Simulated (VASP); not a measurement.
# GaP (R-3m) in VASP: a series of runs

Runs on GaP. Level: LDA. Tasks: single point.

Program: VASP 6.6.1. These are calculated values, not measurements. Logs are shortened: lines on timing, memory, paths and dates and some standing lists are left out, and cuts for length are marked.

## (1) The cell of the first run

The structure is trigonal, space group R-3m (No. 166). Conventional cell: a = 4.102 Å, b = 4.102 Å, c = 17.034 Å, α = 90.00°, β = 90.00°, γ = 120.00°. Ga (site symmetry 3m) has 1 Ga at 2.18 Å and 3 P at 2.49 Å within 2.9 Å. P (site symmetry 3m) has 1 P at 1.98 Å and 3 Ga at 2.49 Å within 2.6 Å.

## (2) Single point, LDA (20.69 Å³/atom)

INCAR

```
  ALGO = Normal
  EDIFF = 1E-7
  ENCUT = 520
  GGA = CA
  ISIF = 2
  ISMEAR = 0
  LASPH = True
  LCHARG = True
  LELF = True
  LREAL = False
  LVHAR = True
  LWAVE = False
  NBANDS = 26
  NELM = 60
  PREC = Accurate
  SIGMA = 0.05
```

KPOINTS

```
k-points
0
Gamma
  9 9 9
```

POSCAR

```
GaP
1.0
    2.0511306178      1.1842208143      5.6780765183
   -2.0511306178      1.1842208143      5.6780765183
    0.0000000000     -2.3684416287      5.6780765183
Ga P
2 2
Direct
    0.4359784395      0.4359784395      0.4359784395
    0.5640215605      0.5640215605      0.5640215605
    0.0580350955      0.0580350955      0.0580350955
    0.9419649045      0.9419649045      0.9419649045
```

Potentials or basis: VASP PAW LDA potentials, release 64 (Ga_d, P).

Command:

```sh
cat potpaw_LDA.64/Ga_d/POTCAR potpaw_LDA.64/P/POTCAR > POTCAR
mpirun -np 1 vasp_std > vasp.out
```

OUTCAR:

```text
EDIFF = 1E-7
   ENCUT = 520
   GGA = CA
   ISIF = 2
   ISMEAR = 0
   LASPH = True
   LREAL = False
   NELM = 60
   PREC = Accurate

 ion  position               nearest neighbor table
   1  0.436  0.436  0.436-   2 2.18   3 2.49   3 2.49   3 2.49
   2  0.564  0.564  0.564-   1 2.18   4 2.49   4 2.49   4 2.49
   3  0.058  0.058  0.058-   4 1.98   1 2.49   1 2.49   1 2.49
   4  0.942  0.942  0.942-   3 1.98   2 2.49   2 2.49   2 2.49

  LATTYP: Found a trigonal (rhomboedric) cell.
 ALAT       =     6.1522409491
 COS(alpha) =     0.7776946274

  Lattice vectors:

 A1 = (   2.0511306178,   1.1842208143,   5.6780765183)
 A2 = (  -2.0511306178,   1.1842208143,   5.6780765183)
 A3 = (   0.0000000000,  -2.3684416287,   5.6780765183)

Analysis of symmetry for initial positions (statically):
=====================================================================
 Subroutine PRICEL returns:
 Original cell was already a primitive cell.

 Routine SETGRP: Setting up the symmetry group for a
 trigonal (rhombohedral) supercell.

 Subroutine GETGRP returns: Found 12 space group operations
 (whereof 12 operations were pure point group operations)
 out of a pool of 12 trial point group operations.

The static configuration has the point symmetry D_3d.

Analysis of symmetry for dynamics (positions and initial velocities):
=====================================================================
 Subroutine PRICEL returns:
 Original cell was already a primitive cell.

 Routine SETGRP: Setting up the symmetry group for a
 trigonal (rhombohedral) supercell.

 Subroutine GETGRP returns: Found 12 space group operations
 (whereof 12 operations were pure point group operations)
 out of a pool of 12 trial point group operations.

The dynamic configuration has the point symmetry D_3d.

 Subroutine INISYM returns: Found 12 space group operations
 (whereof 12 operations are pure point group operations),
 and found     1 'primitive' translations

----------------------------------------------------------------------------------------

                                     Primitive cell

  volume of cell :      82.7520

  direct lattice vectors                    reciprocal lattice vectors
     2.051130618  1.184220814  5.678076518     0.243767996  0.140739518  0.058705326
    -2.051130618  1.184220814  5.678076518    -0.243767996  0.140739518  0.058705326
     0.000000000 -2.368441629  5.678076518     0.000000000 -0.281479036  0.058705326

  length of vectors
     6.152240949  6.152240949  6.152240949     0.287535673  0.287535673  0.287535673

  position of ions in fractional coordinates (direct lattice)
     0.435978439  0.435978439  0.435978439
     0.564021561  0.564021561  0.564021561
     0.058035096  0.058035096  0.058035096
     0.941964904  0.941964904  0.941964904

  ion indices of the primitive-cell ions
   primitive index   ion index
                 1           1
                 2           2
                 3           3
                 4           4

----------------------------------------------------------------------------------------

 KPOINTS: k-points

Automatic generation of k-mesh.
 Grid dimensions read from file:
 generate k-points for:    9    9    9

 Generating k-lattice:

  Cartesian coordinates                     Fractional coordinates (reciprocal lattice)
     0.027085333  0.015637724  0.006522814     0.111111111  0.000000000  0.000000000
    -0.027085333  0.015637724  0.006522814     0.000000000  0.111111111  0.000000000
     0.000000000 -0.031275448  0.006522814     0.000000000  0.000000000  0.111111111

  Length of vectors
     0.031948408  0.031948408  0.031948408

  Shift w.r.t. Gamma in fractional coordinates (k-lattice)
     0.000000000  0.000000000  0.000000000

 Subroutine IBZKPT returns following result:
 ===========================================

 Found     85 irreducible k-points:

 Following reciprocal coordinates:
            Coordinates               Weight
  0.000000  0.000000  0.000000      1.000000
  0.111111 -0.000000  0.000000      6.000000
  0.222222  0.000000 -0.000000      6.000000
  0.333333  0.000000  0.000000      6.000000
  0.444444  0.000000 -0.000000      6.000000
  0.111111  0.111111 -0.000000      6.000000
[... 16 lines left out ...]
 -0.333333  0.333333  0.000000      6.000000
  0.444444  0.444444 -0.000000      6.000000
 [... further k-points ...]
   k-points           NKPTS =     85   k-points in BZ     NKDIM =     85   number of bands    NBANDS=     26
   number of dos      NEDOS =    301   number of ions     NIONS =      4
   total plane-waves  NPLWV = 110592
   dimension x,y,z NGX =    48 NGY =   48 NGZ =   48
   dimension x,y,z NGXF=    96 NGYF=   96 NGZF=   96
   ions per type =               2   2
   NGX,Y,Z   is equivalent  to a cutoff of  12.97, 12.97, 12.97 a.u.
   NGXF,Y,Z  is equivalent  to a cutoff of  25.94, 25.94, 25.94 a.u.
 SYSTEM =  unknown system
   PREC   = accura    normal or accurate (medium, high low for compatibility)
   ISTART =      0    job   : 0-new  1-cont  2-samecut
   ICHARG =      2    charge: 1-file 2-atom 10-const
   ISPIN  =      1    spin polarized calculation?
   LNONCOLLINEAR =      F non collinear calculations
   LSORBIT =      F    spin-orbit coupling
   LASPH  =      T    aspherical Exc in radial PAW
   ENCUT  =  520.0 eV  38.22 Ry    6.18 a.u.  11.44 11.44 11.44*2*pi/ulx,y,z
   NELM   =     60;   NELMIN=  2; NELMDL= -5     # of ELM steps
   EDIFF  = 0.1E-06   stopping-criterion for ELM
   LREAL  =      F    real-space projection
   EDIFFG = 0.1E-05   stopping-criterion for IOM
   NSW    =      0    number of steps for IOM
   IBRION =     -1    ionic relax: 0-MD 1-quasi-New 2-CG
   NFREE  =      0    steps in history (QN), initial steepest desc. (CG)
   ISIF   =      2    stress and relaxation
   ISYM   =      2    0-nonsym 1-usesym 2-fastsym
   POTIM  = 0.5000    time-step for ionic-motion
   TEBEG  =    0.0;   TEEND  =   0.0 temperature during run
   PSTRESS=    0.0 pullay stress
   NELECT =      36.0000    total number of electrons
   NUPDOWN=      -1.0000    fix difference up-down
   EMIN   =  10.00;   EMAX   =-10.00  energy-range for DOS
   EFERMI =   0.00;   METHOD = LEGACY
   ISMEAR =     0;   SIGMA  =   0.05  broadening in eV -4-tet -1-fermi 0-gaus
   EFERMI_NEDOS =   21; number of points for ismear=-14 and -15
   IALGO  =     38    algorithm
   IMIX   =      4    mixing-type and parameters
     AMIX     =   0.40;   BMIX     =  1.00
     AMIX_MAG =   1.60;   BMIX_MAG =  1.00
  volume/ion in A,a.u.               =      20.69       139.61
  Fermi-wavevector in a.u.,A,eV,Ry     =   1.240460  2.344130 20.935849  1.538741
  Thomas-Fermi vector in A             =   2.374900
   LORBIT       =      0    0 simple, 1 ext, 2 COOP (PROOUT), +10 PAW based schemes
   GGA     = CA    functional components
   LHFCALC =     F    Hartree Fock is set to
   AEXX    =    0.0000 exact exchange contribution
   IVDW    =     0    specifies the selected vdW correction
   LEPSILON=     F    determine dielectric tensor
   LRPA    =     F    only Hartree local field effects (RPA)
 non-spin polarized calculation
 Gauss-broadening in eV      SIGMA  =   0.05
  energy-cutoff  :      520.00
  volume of cell :       82.75
 maximum number of plane-waves:      2247
 NGX is ok and might be reduce to    48
   NGX = 23   NGY = 23   NGZ = 23

 number of electron      35.9999997 magnetization

 Free energy of the ion-electron system (eV)
  ---------------------------------------------------
  ext. energy  EPLUGINS =         0.00000000
  ---------------------------------------------------
  free energy    TOTEN  =       -19.19442720 eV

  energy without entropy =      -19.19397843  energy(sigma->0) =      -19.19420281

 E-fermi :   4.5880     XC(G=0): -10.0371

 val. band max:        4.5187212373   @ k =   0.1111   0.1111  -0.0000
 cond. band min:       4.5958274917   @ k =   0.1111   0.1111   0.1111
 fundamental gap:      0.0771062544
 Fermi energy:         4.5879947253

 k-point     1 :       0.0000    0.0000    0.0000
  band No.  band energies     occupation
      1     -10.6251      2.00000
      2     -10.3198      2.00000
      3     -10.3198      2.00000
      4     -10.1674      2.00000
      5     -10.1674      2.00000
      6     -10.0970      2.00000
[... 18 lines left out ...]
     25       9.7379      0.00000
     26      11.9337      0.00000

 k-point     2 :       0.1111   -0.0000    0.0000
  band No.  band energies     occupation
      1     -10.6237      2.00000
      2     -10.3283      2.00000
      3     -10.3197      2.00000
      4     -10.1708      2.00000
      5     -10.1641      2.00000
      6     -10.1050      2.00000
[... 18 lines left out ...]
     25       9.8124      0.00000
     26      12.4461      0.00000

 k-point     3 :       0.2222    0.0000   -0.0000
  band No.  band energies     occupation
      1     -10.6202      2.00000
      2     -10.3485      2.00000
      3     -10.3197      2.00000
      4     -10.1791      2.00000
      5     -10.1555      2.00000
      6     -10.1213      2.00000
[... 18 lines left out ...]
     25      10.0133      0.00000
     26      12.0586      0.00000

 k-point     4 :       0.3333    0.0000    0.0000
  band No.  band energies     occupation
      1     -10.6165      2.00000
      2     -10.3693      2.00000
      3     -10.3197      2.00000
      4     -10.1883      2.00000
      5     -10.1458      2.00000
      6     -10.1355      2.00000
[... 18 lines left out ...]
     25      10.8155      0.00000
     26      12.2418      0.00000
[... 496 lines left out ...]
      1     -10.6125      2.00000
      2     -10.3535      2.00000
      3     -10.3314      2.00000
      4     -10.2281      2.00000
      5     -10.1587      2.00000
      6     -10.0987      2.00000
[... 18 lines left out ...]
     25      11.3231      0.00000
     26      12.7352      0.00000

 k-point    23 :      -0.3333    0.3333    0.0000
  band No.  band energies     occupation
      1     -10.6119      2.00000
      2     -10.3647      2.00000
      3     -10.3303      2.00000
      4     -10.2104      2.00000
      5     -10.1711      2.00000
      6     -10.0940      2.00000
[... 18 lines left out ...]
     25      11.5417      0.00000
     26      12.1136      0.00000

 k-point    24 :       0.4444    0.4444   -0.0000
  band No.  band energies     occupation
      1     -10.6135      2.00000
      2     -10.3373      2.00000
      3     -10.3289      2.00000
      4     -10.2541      2.00000
      5     -10.1381      2.00000
      6     -10.1147      2.00000
[... 18 lines left out ...]
     25      12.6184      0.00000
     26      13.4253      0.00000

 [... further k-points ...]

------------------------ aborting loop because EDIFF is reached ----------------------------------------

  FORCE on cell =-STRESS in cart. coord.  units (eV):
  Direction    XX          YY          ZZ          XY          YZ          ZX
  --------------------------------------------------------------------------------------
  -------------------------------------------------------------------------------------
  Total       -5.6711212     -5.6711212     15.1198868      0.0000000     -0.0000000      0.0000000
  in kB     -109.7996647   -109.7996647    292.7390250      0.0000000     -0.0000000      0.0000000
  external PRESSURE =      24.3798985 kB  Pullay stress =       0.0000000 kB

 VOLUME and BASIS-vectors are now :
 -----------------------------------------------------------------------------
  energy-cutoff  :      520.00
  volume of cell :       82.75
      direct lattice vectors                 reciprocal lattice vectors
     2.051130618  1.184220814  5.678076518     0.243767996  0.140739518  0.058705326
    -2.051130618  1.184220814  5.678076518    -0.243767996  0.140739518  0.058705326
     0.000000000 -2.368441629  5.678076518     0.000000000 -0.281479036  0.058705326

 POSITION                                       TOTAL-FORCE (eV/Angst)
 -----------------------------------------------------------------------------------
      0.00000     -0.00000      7.42656         0.000000      0.000000     -2.144059
      0.00000     -0.00000      9.60767         0.000000     -0.000000      2.144059
      0.00000     -0.00000      0.98858         0.000000     -0.000000      3.653979
      0.00000     -0.00000     16.04565         0.000000      0.000000     -3.653979
 -----------------------------------------------------------------------------------
    total drift:                                0.000000      0.000000      0.000000

  FREE ENERGIE OF THE ION-ELECTRON SYSTEM (eV)
  ---------------------------------------------------
  free  energy   TOTEN  =       -19.1944271963 eV

  energy  without entropy=      -19.1939784281  energy(sigma->0) =      -19.19420281
```

Run time: 2.9 min. Hardware: 1 thread of Intel Xeon 6975P-C (Granite Rapids), shared host; peak memory 0.35 GiB.

Results:

```
Free energy            : -19.1944 eV
Pressure               : 2.4 GPa
Largest force          : 3.654 eV/Å
Band gap on the k mesh : zero (bands 18 and 19 overlap by 0.27 eV)
```

Forces in eV/Å, atoms in the order of the input:
```
Ga   0.000  0.000 -2.144
Ga   0.000  0.000  2.144
P    0.000  0.000  3.654
P    0.000  0.000 -3.654
```

Levels at points of the mesh, in eV from the Fermi level:
```csv
k point,band 16,band 17,band 18,band 19,band 20,band 21
"(0.00, 0.00, 0.00)",-0.41,0.04,0.09,0.09,1.09,2.79
```

Caveat: the stress differs along the axes, from -11 to 29 GPa; semilocal functionals underestimate gaps, and a narrow one can read as zero; forces of over 1 eV/Å act on the atoms, so gaps and moduli don't describe the material at rest.

## (3) Single point, LDA (20.69 Å³/atom)

INCAR

```
SYSTEM = GaP
PREC     = Accurate       ! precision mode
ENCUT    = 520            ! plane-wave cutoff, eV
EDIFF    = 1E-6           ! SCF threshold, eV
ISMEAR   = 0              ! smearing method
SIGMA    = 0.05           ! smearing width, eV
LREAL    = .FALSE.        ! projectors in reciprocal space
LASPH    = .TRUE.         ! aspherical terms in the spheres
NELM     = 80             ! most SCF steps
ALGO     = Normal         ! electronic algorithm
ISIF     = 2              ! what is computed and relaxed
LWAVE    = .FALSE.        ! write WAVECAR
LCHARG   = .FALSE.        ! write CHGCAR
GGA      = CA             ! functional
NBANDS   = 26             ! bands
```

KPOINTS

```
regular mesh
0
G
  9 9 9
  0 0 0
```

POSCAR

```
GaP
1.0
    1.8538862748      1.0703417398      6.9505904213
   -1.8538862748      1.0703417398      6.9505904213
    0.0000000000     -2.1406834796      6.9505904213
Ga P
2 2
Direct
    0.4359784395      0.4359784395      0.4359784395
    0.5640215605      0.5640215605      0.5640215605
    0.0580350955      0.0580350955      0.0580350955
    0.9419649045      0.9419649045      0.9419649045
```

Potentials or basis: VASP PAW LDA potentials, release 64 (Ga_d, P).

Command:

```sh
cat potpaw_LDA.64/Ga_d/POTCAR potpaw_LDA.64/P/POTCAR > POTCAR
mpirun -np 1 vasp_std > vasp.out
```

It took 4.6 min on 1 thread of Intel Xeon 6975P-C (Granite Rapids), shared host; peak memory 0.38 GiB.

It converged, with:

```
Free energy            : -19.9125 eV
Pressure               : -2.8 GPa
Largest force          : 0.784 eV/Å
Band gap on the k mesh : zero (filled and empty bands touch)
```

Forces in eV/Å, atoms in the order of the input:
```
Ga   0.000  0.000  0.299
Ga   0.000  0.000 -0.299
P    0.000  0.000 -0.784
P    0.000  0.000  0.784
```

Stress tensor (GPa, compression positive):
```
  3.64   0.00   0.00
  0.00   3.64   0.00
  0.00   0.00 -15.70
```

Levels at points of the mesh, in eV from the Fermi level:
| k point | band 15 | band 16 | band 17 | band 18 | band 19 | band 20 | band 21 | band 22 |
| --- | --- | --- | --- | --- | --- | --- | --- | --- |
| (0.00, 0.00, 0.00) | -1.21 | -0.72 | -0.23 | -0.02 | -0.02 | 1.99 | 2.99 | 4.07 |

Caveat: the stress differs along the axes, from -16 to 4 GPa; semilocal functionals underestimate gaps, and a narrow one can read as zero.

## (4) Single point, LDA (21.21 Å³/atom)

This run uses another cell than the first one, of 21.21 Å³/atom.

INCAR

```
PREC     = Accurate       # precision mode
ENCUT    = 520            # plane-wave cutoff, eV
EDIFF    = 1E-6           # SCF threshold, eV
ISMEAR   = 0              # smearing method
SIGMA    = 0.05           # smearing width, eV
LREAL    = False          # projectors in reciprocal space
LASPH    = True           # aspherical terms in the spheres
NELM     = 60             # most SCF steps
ALGO     = Normal         # electronic algorithm
ISIF     = 2              # what is computed and relaxed
LWAVE    = False          # write WAVECAR
LCHARG   = True           # write CHGCAR
GGA      = CA             # functional
LELF     = True           # ELF
LVHAR    = True         
NBANDS   = 26             # bands
```

KPOINTS

```
regular mesh
0
Gamma
  9 9 9
```

POSCAR

```
GaP
1.0
    2.0683039172      1.1941358234      5.7256167906
   -2.0683039172      1.1941358234      5.7256167906
    0.0000000000     -2.3882716468      5.7256167906
Ga P
2 2
Direct
    0.4359784395      0.4359784395      0.4359784395
    0.5640215605      0.5640215605      0.5640215605
    0.0580350955      0.0580350955      0.0580350955
    0.9419649045      0.9419649045      0.9419649045
```

Command:

```sh
cat potpaw_LDA.64/Ga_d/POTCAR potpaw_LDA.64/P/POTCAR > POTCAR
mpirun -np 1 vasp_std > vasp.out
```

Wall time 2.4 min (1 thread of Intel Xeon 6975P-C (Granite Rapids), shared host); peak memory 0.35 GiB.

The run converged. Its results:

```
Free energy            : -19.2138 eV
Pressure               : 0.5 GPa
Largest force          : 3.299 eV/Å
Band gap on the k mesh : zero (bands 18 and 19 overlap by 0.31 eV)
```

Forces on the atoms (eV/Å):
```
Ga   0.000  0.000 -1.983
Ga   0.000  0.000  1.983
P    0.000  0.000  3.299
P    0.000  0.000 -3.299
```

Stress tensor (GPa, compression positive):
```
-11.77   0.00   0.00
  0.00 -11.77   0.00
  0.00   0.00  25.15
```

Levels at points of the mesh, in eV from the Fermi level:
| k point | band 15 | band 16 | band 17 | band 18 | band 19 | band 20 | band 21 | band 22 |
| --- | --- | --- | --- | --- | --- | --- | --- | --- |
| (0.00, 0.00, 0.00) | -2.65 | -0.50 | 0.07 | 0.08 | 0.08 | 0.92 | 2.77 | 2.77 |

Caveat: the stress differs along the axes, from -12 to 25 GPa; semilocal functionals underestimate gaps, and a narrow one can read as zero; forces of over 1 eV/Å act on the atoms, so gaps and moduli don't describe the material at rest.

## (5) The runs side by side

| cell | gap on the mesh (eV) | pressure (GPa) | largest force (eV/Å) |
| --- | --- | --- | --- |
| a = 6.152 Å, angles 39.0°, 4 atoms | none | 2.4 | 3.65 |
| a = 7.273 Å, angles 29.5°, 4 atoms | none | -2.8 | 0.78 |
| a = 6.204 Å, angles 39.0°, 4 atoms | none | 0.5 | 3.30 |

Alike in all rows: task single point; level LDA; potentials or basis VASP PAW LDA potentials, release 64 (Ga_d, P); no spin polarisation; k mesh 9 × 9 × 9; cutoff (eV) 520; smearing gaussian 0.05 eV.

Caveats: semilocal functionals underestimate gaps, and a narrow one can read as zero; forces of over 1 eV/Å act on the atoms, so gaps and moduli don't describe the material at rest (at least some runs); the stress differs along the axes, from -11 to 29 GPa (at least some runs); the stress differs along the axes, from -16 to 4 GPa (at least some runs); the stress differs along the axes, from -12 to 25 GPa (at least some runs).

Total energies depend on the potentials used, so only differences within one code and one set of settings carry meaning.

The gap in the log of VASP goes by the Fermi energy; the results here count the filled bands.